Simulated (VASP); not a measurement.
A run of VASP 6.6.1 is set up as follows.

File POSCAR:

```
ReS
1.0
    0.0000000000      2.4842001446      2.4842001446
    2.4842001446      0.0000000000      2.4842001446
    2.4842001446      2.4842001446      0.0000000000
Re S
1 1
Direct
    0.0000000000      0.0000000000      0.0000000000
    0.5000000000      0.5000000000      0.5000000000
```

INCAR.step1

```
PREC     = Accurate       # precision mode
ENCUT    = 520            # plane-wave cutoff, eV
ISMEAR   = 0              # smearing method
SIGMA    = 0.1            # smearing width, eV
LREAL    = F              # projectors in reciprocal space
LASPH    = T              # aspherical terms in the spheres
NELM     = 150            # most SCF steps
ISPIN    = 2              # spin polarisation
MAGMOM   = 2 0            # initial moments
LMAXMIX  = 4              # l up to which the mixer works
NBANDS   = 18             # bands
GGA      = PE             # functional
ALGO     = Normal         # electronic algorithm
EDIFF    = 1E-4           # SCF threshold, eV
LWAVE    = T              # write WAVECAR
LCHARG   = F              # write CHGCAR
```

INCAR.step2

```
PREC     = Accurate       # precision mode
ENCUT    = 520            # plane-wave cutoff, eV
EDIFF    = 1E-6           # SCF threshold, eV
ISMEAR   = 0              # smearing method
SIGMA    = 0.1            # smearing width, eV
LREAL    = F              # projectors in reciprocal space
LASPH    = T              # aspherical terms in the spheres
NELM     = 150            # most SCF steps
ALGO     = Normal         # electronic algorithm
ISIF     = 2              # what is computed and relaxed
LWAVE    = F              # write WAVECAR
LCHARG   = F              # write CHGCAR
ISPIN    = 2              # spin polarisation
MAGMOM   = 2 0            # initial moments
LORBIT   = 11             # projections on sites
LMAXMIX  = 4              # l up to which the mixer works
METAGGA  = R2SCAN         # meta-GGA
LMIXTAU  = T            
NBANDS   = 18             # bands
ISTART   = 1
```

KPOINTS

```
regular mesh
0
Gamma
  14 14 14
```

Potentials or basis: VASP PAW PBE potentials, release 64 (Re, S).

The run is started by

```sh
$ cat potpaw_PBE.64/Re/POTCAR potpaw_PBE.64/S/POTCAR > POTCAR
$ cp INCAR.step1 INCAR
$ mpirun -np 1 vasp_std > vasp.out
$ cp INCAR.step2 INCAR
$ mpirun -np 1 vasp_std > vasp.out
```

(1) Estimate the site moments.

(2) What does it give for the net moment?

(3) Estimate the pressure.

Results:

(1) Re +1.95; S +0.04 μB.

(2) 1.98 μB per cell.

(3) 1.1 GPa.

Caveat: the PAW data sets were made with another functional, which shifts forces and pressure a little.
